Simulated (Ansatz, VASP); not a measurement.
**One calculation of CoSn, two programs**

```
Co Sn
1.0
     5.29661    0.00000    0.00000
    -2.64831    4.58700    0.00000
     0.00000    0.00000    4.23024
Co Sn
3 3
Direct
  0.00000 0.50000 0.00000
  0.50000 0.50000 0.00000
  0.50000 0.00000 0.00000
  0.66667 0.33333 0.50000
  0.33333 0.66667 0.50000
  0.00000 0.00000 0.00000
```

Alike in both runs: task relaxation of cell and atoms; functional LDA; k mesh 9 × 9 × 8; occupations gaussian, width 0.1 eV; no spin polarisation.

```csv
,VASP,Ansatz
version,VASP 6.6.1,Ansatz 0.2.0
potentials or method,"VASP PAW LDA potentials, release 64 (Co, Sn_d), cutoff 600 eV","scalar-relativistic, plane waves, PAW"
valence electrons in the cell,69,93
```

Ansatz gave:

| Item | Value |
| --- | --- |
| gap on the k mesh at the Fermi level, each at its own relaxed structure (eV) | none |
| relaxed volume (Å³/atom) | 15.93 |
| relaxed cell length with the largest relative difference (Å) | 4.123 |

Task: What did VASP give for the same quantities?

Result: gap on the k mesh at the Fermi level, each at its own relaxed structure (eV): none; relaxed volume (Å³/atom): 15.95; relaxed cell length with the largest relative difference (Å): 4.126.

LDA's correlation is that of Perdew and Zunger in VASP and of Perdew and Wang (1992) in Ansatz. A gap of «none» marks a metal or a gap that the smearing closes. VASP's potentials hold 69 valence electrons a cell and Ansatz's 93, so a difference there can come from the potentials and not from the codes.
